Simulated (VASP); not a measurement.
# SiNi (Pnma) in VASP: single point with LDA

Aim: the single point of SiNi with LDA.

Program: VASP 6.6.1. These are calculated values, not measurements. Logs are shortened: lines on timing, memory, paths and dates and some standing lists are left out, and cuts for length are marked.

## Step 1: The cell of the first run

Symmetry: Pnma, No. 62, orthorhombic system. Conventional cell: a = 5.138 Å, b = 3.397 Å, c = 5.599 Å, α = 90.00°, β = 90.00°, γ = 90.00°. Si (site symmetry m) has 6 Ni at 2.29 to 2.41 Å and 2 Si at 2.68 Å within 3.0 Å. Ni (site symmetry m) has 6 Si at 2.29 to 2.41 Å and 4 Ni at 2.66 to 2.71 Å within 3.0 Å.

## Step 2: Single point, LDA

The input, INCAR:

```
ALGO = Normal ; EDIFF = 1E-6
ENCUT = 600 ; GGA_COMPAT = False
ISIF = 2 ; ISMEAR = 1
LASPH = True ; LCHARG = True
LELF = True ; LREAL = False
LVHAR = True ; LWAVE = False
NBANDS = 70 ; NELM = 120
PREC = Accurate ; SIGMA = 0.1
```

The input, KPOINTS:

```
k-points
0
Gamma
  4 4 4
```

The input, POSCAR:

```
SiNi
1.0
    0.0000000000      3.3970616627      5.5985036033
    5.1384092163      0.0000000000      5.5985036033
    5.1384092163      3.3970616627      0.0000000000
Si Ni
8 8
Direct
    0.2574661282      0.3283717950      0.4925338718
    0.7574661282      0.8283717950      0.9925338718
    0.2425338718      0.1716282050      0.0074661282
    0.7425338718      0.6716282050      0.5074661282
    0.1716282050      0.7425338718      0.5783717950
    0.6716282050      0.2425338718      0.0783717950
    0.3283717950      0.7574661282      0.9216282050
    0.8283717950      0.2574661282      0.4216282050
    0.2150833296      0.4734900742      0.0349166704
    0.7150833296      0.9734900742      0.5349166704
    0.2849166704      0.0265099258      0.4650833296
    0.7849166704      0.5265099258      0.9650833296
    0.0265099258      0.7849166704      0.2234900742
    0.5265099258      0.2849166704      0.7234900742
    0.4734900742      0.7150833296      0.2765099258
    0.9734900742      0.2150833296      0.7765099258
```

Potentials or basis: VASP PAW LDA potentials, release 64 (Si, Ni).

Run with:

```bash
$ cat potpaw_LDA.64/Si/POTCAR potpaw_LDA.64/Ni/POTCAR > POTCAR
$ mpirun -np 1 vasp_std > vasp.out
```

OUTCAR:

```text
EDIFF = 1E-6
   ENCUT = 600
   ISIF = 2
   ISMEAR = 1
   LASPH = True
   LREAL = False
   NELM = 120
   PREC = Accurate

 ion  position               nearest neighbor table
   1  0.257  0.328  0.493-  11 2.29  13 2.33  14 2.33  16 2.39   9 2.41  10 2.41   3 2.68   4 2.68

   2  0.757  0.828  0.993-  12 2.29  13 2.33  14 2.33  15 2.39   9 2.41  10 2.41   4 2.68   3 2.68

   3  0.243  0.172  0.007-   9 2.29  15 2.33  16 2.33  14 2.39  12 2.41  11 2.41   2 2.68   1 2.68
[... 13 lines left out ...]
  10  0.715  0.973  0.535-   4 2.29   5 2.33   6 2.33   8 2.39   1 2.41   2 2.41  13 2.66  14 2.66
                            11 2.71  12 2.71
  11  0.285  0.027  0.465-   1 2.29   7 2.33   8 2.33   5 2.39   4 2.41   3 2.41  15 2.66  16 2.66
                             9 2.71  10 2.71
  12  0.785  0.527  0.965-   2 2.29   7 2.33   8 2.33   6 2.39   4 2.41   3 2.41  15 2.66  16 2.66
                             9 2.71  10 2.71
  13  0.027  0.785  0.223-   7 2.29   2 2.33   1 2.33   4 2.39   6 2.41   5 2.41   9 2.66  10 2.66
                            15 2.71  16 2.71
  14  0.527  0.285  0.723-   8 2.29   2 2.33   1 2.33   3 2.39   6 2.41   5 2.41   9 2.66  10 2.66
                            15 2.71  16 2.71
  15  0.473  0.715  0.277-   5 2.29   4 2.33   3 2.33   2 2.39   7 2.41   8 2.41  11 2.66  12 2.66
                            13 2.71  14 2.71
  16  0.973  0.215  0.777-   6 2.29   4 2.33   3 2.33   1 2.39   7 2.41   8 2.41  11 2.66  12 2.66
                            13 2.71  14 2.71

  LATTYP: Found a face centered orthorhombic cell.
 ALAT       =     6.7941233254
 B/A-ratio  =     1.5126040462
 C/A-ratio  =     1.6480429734

  Lattice vectors:

 A1 = (   5.1384092163,   0.0000000000,  -5.5985036033)
 A2 = (   0.0000000000,   3.3970616627,  -5.5985036033)
 A3 = (   5.1384092163,   3.3970616627,   0.0000000000)

Analysis of symmetry for initial positions (statically):
=====================================================================
 Subroutine PRICEL returns following result:

  LATTYP: Found a simple orthorhombic cell.
 ALAT       =     3.3970616627
 B/A-ratio  =     1.5126040462
 C/A-ratio  =     1.6480429734

  Lattice vectors:

 A1 = (   0.0000000000,  -3.3970616627,   0.0000000000)
 A2 = (   5.1384092163,   0.0000000000,   0.0000000000)
 A3 = (   0.0000000000,   0.0000000000,   5.5985036033)

   2 primitive cells build up your supercell.

 Routine SETGRP: Setting up the symmetry group for a
 face centered orthorhombic supercell.

 Subroutine GETGRP returns: Found  8 space group operations
 (whereof  2 operations were pure point group operations)
 out of a pool of  8 trial point group operations.

The static configuration has the point symmetry S_2 .
 The point group associated with its full space group is D_2h.

Analysis of symmetry for dynamics (positions and initial velocities):
=====================================================================
 Subroutine PRICEL returns following result:

  LATTYP: Found a simple orthorhombic cell.
 ALAT       =     3.3970616627
 B/A-ratio  =     1.5126040462
 C/A-ratio  =     1.6480429734

  Lattice vectors:

 A1 = (   0.0000000000,  -3.3970616627,   0.0000000000)
 A2 = (   5.1384092163,   0.0000000000,   0.0000000000)
 A3 = (   0.0000000000,   0.0000000000,   5.5985036033)

   2 primitive cells build up your supercell.

 Routine SETGRP: Setting up the symmetry group for a
 face centered orthorhombic supercell.

 Subroutine GETGRP returns: Found  8 space group operations
 (whereof  2 operations were pure point group operations)
 out of a pool of  8 trial point group operations.

The dynamic configuration has the point symmetry S_2 .
 The point group associated with its full space group is D_2h.

 Subroutine INISYM returns: Found  8 space group operations
 (whereof  2 operations are pure point group operations),
 and found     2 'primitive' translations

----------------------------------------------------------------------------------------

                                     Primitive cell

  volume of cell :      97.7246

  direct lattice vectors                    reciprocal lattice vectors
     0.000000000 -3.397061663  0.000000000     0.000000000 -0.294372048  0.000000000
     5.138409216  0.000000000  0.000000000     0.194612760  0.000000000  0.000000000
     0.000000000  0.000000000  5.598503603     0.000000000  0.000000000  0.178619158

  length of vectors
[... 24 lines left out ...]

 KPOINTS: k-points

Automatic generation of k-mesh.
 Grid dimensions read from file:
 generate k-points for:    4    4    4

 Generating k-lattice:

  Cartesian coordinates                     Fractional coordinates (reciprocal lattice)
    -0.024326595  0.036796506  0.022327395     0.250000000  0.000000000  0.000000000
     0.024326595 -0.036796506  0.022327395    -0.000000000  0.250000000 -0.000000000
     0.024326595  0.036796506 -0.022327395     0.000000000  0.000000000  0.250000000

  Length of vectors
     0.049439646  0.049439646  0.049439646

  Shift w.r.t. Gamma in fractional coordinates (k-lattice)
     0.000000000  0.000000000  0.000000000

 Subroutine IBZKPT returns following result:
 ===========================================

 Found     18 irreducible k-points:

 Following reciprocal coordinates:
            Coordinates               Weight
  0.000000  0.000000  0.000000      1.000000
  0.250000  0.000000  0.000000      8.000000
  0.500000  0.000000  0.000000      4.000000
  0.250000  0.250000  0.000000      2.000000
  0.500000  0.250000  0.000000      8.000000
 -0.250000  0.250000  0.000000      4.000000
[... 10 lines left out ...]
 -0.250000  0.250000  0.500000      2.000000
  0.000000  0.500000  0.500000      1.000000
   k-points           NKPTS =     18   k-points in BZ     NKDIM =     18   number of bands    NBANDS=     70
   number of dos      NEDOS =    301   number of ions     NIONS =     16
   total plane-waves  NPLWV = 172800
   dimension x,y,z NGX =    54 NGY =   64 NGZ =   50
   dimension x,y,z NGXF=   108 NGYF=  128 NGZF=  100
   ions per type =               8   8
   NGX,Y,Z   is equivalent  to a cutoff of  13.71, 14.00, 13.49 a.u.
   NGXF,Y,Z  is equivalent  to a cutoff of  27.42, 28.00, 26.99 a.u.
 SYSTEM =  unknown system
   PREC   = accura    normal or accurate (medium, high low for compatibility)
   ISTART =      0    job   : 0-new  1-cont  2-samecut
   ICHARG =      2    charge: 1-file 2-atom 10-const
   ISPIN  =      1    spin polarized calculation?
   LNONCOLLINEAR =      F non collinear calculations
   LSORBIT =      F    spin-orbit coupling
   LASPH  =      T    aspherical Exc in radial PAW
   ENCUT  =  600.0 eV  44.10 Ry    6.64 a.u.  13.08 15.18 12.30*2*pi/ulx,y,z
   NELM   =    120;   NELMIN=  2; NELMDL= -5     # of ELM steps
   EDIFF  = 0.1E-05   stopping-criterion for ELM
   LREAL  =      F    real-space projection
   EDIFFG = 0.1E-04   stopping-criterion for IOM
   NSW    =      0    number of steps for IOM
   IBRION =     -1    ionic relax: 0-MD 1-quasi-New 2-CG
   NFREE  =      0    steps in history (QN), initial steepest desc. (CG)
   ISIF   =      2    stress and relaxation
   ISYM   =      2    0-nonsym 1-usesym 2-fastsym
   POTIM  = 0.5000    time-step for ionic-motion
   TEBEG  =    0.0;   TEEND  =   0.0 temperature during run
   PSTRESS=    0.0 pullay stress
   NELECT =     112.0000    total number of electrons
   NUPDOWN=      -1.0000    fix difference up-down
   EMIN   =  10.00;   EMAX   =-10.00  energy-range for DOS
   EFERMI =   0.00;   METHOD = LEGACY
   ISMEAR =     1;   SIGMA  =   0.10  broadening in eV -4-tet -1-fermi 0-gaus
   EFERMI_NEDOS =   21; number of points for ismear=-14 and -15
   IALGO  =     38    algorithm
   IMIX   =      4    mixing-type and parameters
     AMIX     =   0.40;   BMIX     =  1.00
     AMIX_MAG =   1.60;   BMIX_MAG =  1.00
  volume/ion in A,a.u.               =      12.22        82.43
  Fermi-wavevector in a.u.,A,eV,Ry     =   1.359783  2.569617 25.157291  1.849009
  Thomas-Fermi vector in A             =   2.486501
   LORBIT       =      0    0 simple, 1 ext, 2 COOP (PROOUT), +10 PAW based schemes
   GGA     = CA    functional components
   LHFCALC =     F    Hartree Fock is set to
   AEXX    =    0.0000 exact exchange contribution
   IVDW    =     0    specifies the selected vdW correction
   LEPSILON=     F    determine dielectric tensor
   LRPA    =     F    only Hartree local field effects (RPA)
 non-spin polarized calculation
 Methfessel and Paxton  Order N= 1 SIGMA  =   0.10
  energy-cutoff  :      600.00
  volume of cell :      195.45
 maximum number of plane-waves:      6554
 NGX is ok and might be reduce to    54
   NGX = 27   NGY = 31   NGZ = 25

 number of electron     111.9999998 magnetization

 Free energy of the ion-electron system (eV)
  ---------------------------------------------------
  ext. energy  EPLUGINS =         0.00000000
  ---------------------------------------------------
  free energy    TOTEN  =      -109.76466207 eV

  energy without entropy =     -109.76391711  energy(sigma->0) =     -109.76441375

 E-fermi :  10.1949     XC(G=0): -12.3661

 val. band max:       10.1947903676   @ k =   0.5000   0.0000   0.0000
 cond. band min:      10.2709617574   @ k =  -0.2500   0.0000   0.2500
 fundamental gap:      0.0761713897
 Fermi energy:        10.1948501734

 k-point     1 :       0.0000    0.0000    0.0000
  band No.  band energies     occupation
      1      -2.7003      2.00000
      2       0.6868      2.00000
      3       1.6196      2.00000
      4       1.6196      2.00000
      5       1.6196      2.00000
      6       1.6196      2.00000
[... 1267 lines left out ...]
     67      14.4459      0.00000
     68      14.4459      0.00000
 [bands above 68 left out]

------------------------ aborting loop because EDIFF is reached ----------------------------------------

  FORCE on cell =-STRESS in cart. coord.  units (eV):
  Direction    XX          YY          ZZ          XY          YZ          ZX
  --------------------------------------------------------------------------------------
  -------------------------------------------------------------------------------------
  Total      -12.4373843    -12.8613148    -12.3969877     -0.0000000      0.0000000      0.0000000
  in kB     -101.9543031   -105.4294343   -101.6231559     -0.0000000      0.0000000      0.0000000
  external PRESSURE =    -103.0022978 kB  Pullay stress =       0.0000000 kB

 VOLUME and BASIS-vectors are now :
 -----------------------------------------------------------------------------
  energy-cutoff  :      600.00
  volume of cell :      195.45
      direct lattice vectors                 reciprocal lattice vectors
     0.000000000  3.397061663  5.598503603    -0.097306380  0.147186024  0.089309579
     5.138409216  0.000000000  5.598503603     0.097306380 -0.147186024  0.089309579
     5.138409216  3.397061663  0.000000000     0.097306380  0.147186024 -0.089309579

 POSITION                                       TOTAL-FORCE (eV/Angst)
 -----------------------------------------------------------------------------------
      4.21815      2.54780      3.27982        -0.143021      0.000000     -0.002939
      9.35656      5.94486      8.87832        -0.143021      0.000000     -0.002939
      0.92026      0.84927      2.31869         0.143021      0.000000      0.002939
      6.05867      4.24633      7.91719         0.143021      0.000000      0.002939
      6.78735      2.54780      5.11794        -0.143021      0.000000      0.002939
      1.64894      2.54780      5.11794        -0.143021      0.000000      0.002939
[... 8 lines left out ...]
      5.09521      2.54780      6.65423         0.047775      0.000000      0.070218
      5.09521      5.94486      6.65423         0.047775      0.000000      0.070218
 -----------------------------------------------------------------------------------
    total drift:                               -0.000000     -0.000000     -0.000000

  FREE ENERGIE OF THE ION-ELECTRON SYSTEM (eV)
  ---------------------------------------------------
  free  energy   TOTEN  =      -109.7646620701 eV

  energy  without entropy=     -109.7639171132  energy(sigma->0) =     -109.76441375
```

Run time: 11 min. Hardware: 1 thread of Oxide Virtual Turin-like, shared host; peak memory 0.42 GiB.

Results:

- Free energy: -109.7647 eV
- Pressure: -10.3 GPa
- Largest force: 0.143 eV/Å
- Band gap on the k mesh: zero (bands 56 and 57 overlap by 0.45 eV)

Forces in eV/Å, atoms in the order of the input:
```
Si  -0.143  0.000 -0.003
Si  -0.143  0.000 -0.003
Si   0.143  0.000  0.003
Si   0.143  0.000  0.003
Si  -0.143  0.000  0.003
Si  -0.143  0.000  0.003
Si   0.143  0.000 -0.003
Si   0.143  0.000 -0.003
Ni  -0.048  0.000  0.070
Ni  -0.048  0.000  0.070
Ni   0.048  0.000 -0.070
Ni   0.048  0.000 -0.070
Ni  -0.048  0.000 -0.070
Ni  -0.048  0.000 -0.070
Ni   0.048  0.000  0.070
Ni   0.048  0.000  0.070
```

Caveat: the cell stands under tension. Spin polarisation is off, so any magnetic state and its effect on volume and gap are missing.

The gap in the log of VASP goes by the Fermi energy; the results here count the filled bands.